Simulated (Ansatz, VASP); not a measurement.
# AlGaN2: VASP beside Ansatz

File INCAR:

```
PREC = Accurate ; ENCUT = 520
EDIFF = 1E-6 ; ISMEAR = 0
SIGMA = 0.05 ; LREAL = F
LASPH = T ; NELM = 80
ALGO = Normal ; ISIF = 2
LWAVE = F ; LCHARG = F
NBANDS = 36
```

Contents of KPOINTS:

```
regular mesh
0
Gamma
  8 8 4
```

Contents of POSCAR:

```
AlGaN2
1.0
    3.1152864652      0.0000000000      0.0000000000
    0.0000000000      3.1152864652      0.0000000000
    0.0000000000      0.0000000000      8.7686604219
Al Ga N
2 2 4
Direct
    0.5000000000      0.5000000000      0.2500000000
    0.5000000000      0.5000000000      0.7500000000
    0.0000000000      0.0000000000      0.0019063748
    0.0000000000      0.0000000000      0.4980936252
    0.5000000000      0.0000000000      0.3785788507
    0.5000000000      0.0000000000      0.8614724749
    0.0000000000      0.5000000000      0.1214211493
    0.0000000000      0.5000000000      0.6385275251
```

Input for Ansatz:

```yaml
crystal:
  lattice:
    - [3.1152864652, 0.0, 0.0]
    - [0.0, 3.1152864652, 0.0]
    - [0.0, 0.0, 8.7686604219]
  atoms:
    - { symbol: Al, position: [0.5, 0.5, 0.25] }
    - { symbol: Al, position: [0.5, 0.5, 0.75] }
    - { symbol: Ga, position: [0.0, 0.0, 0.0019063748] }
    - { symbol: Ga, position: [0.0, 0.0, 0.4980936252] }
    - { symbol: "N", position: [0.5, 0.0, 0.3785788507] }
    - { symbol: "N", position: [0.5, 0.0, 0.8614724749] }
    - { symbol: "N", position: [0.0, 0.5, 0.1214211493] }
    - { symbol: "N", position: [0.0, 0.5, 0.6385275251] }
basis:
  ecutwfc: 420
kpoints:
  mp_grid: { grid: [8, 8, 4] }
hamiltonian:
  xc: lda
scf:
  occupations: { method: gaussian, width: 0.05 }
output:
  forces: true
  stress: true
  eigenvalues: true
```

Change from the starting cell: mode 23 (735.8 1/cm) frozen in, largest displacement +0.075 Å.

Alike in both runs: task single point; functional LDA; k mesh 8 × 8 × 4; occupations gaussian, width 0.05 eV; no spin polarisation.

|  | VASP | Ansatz |
| --- | --- | --- |
| version | VASP 6.6.1 | Ansatz 0.2.0 |
| potentials or method | VASP PAW LDA potentials, release 64 (Al, Ga_d, N), cutoff 520 eV | scalar-relativistic, plane waves, PAW |
| valence electrons in the cell | 52 | 52 |

VASP gave:

* gap on the k mesh at the Fermi level (eV): 2.71
* least direct gap on the mesh (eV): 2.71
* pressure (GPa): 1.9
* traceless stress, the component that is largest in VASP (GPa): -1.39
* rms of the force components (eV/Å): 1.089

**Question.** Which values does Ansatz return?

**Answer.** gap on the k mesh at the Fermi level (eV): 2.71; least direct gap on the mesh (eV): 2.71; pressure (GPa): 1.0; traceless stress, the component that is largest in VASP (GPa): -1.38; rms of the force components (eV/Å): 1.076.

LDA's correlation is that of Perdew and Zunger in VASP and of Perdew and Wang (1992) in Ansatz. Atom by atom the forces differ by 0.017 eV/Å (rms over components).
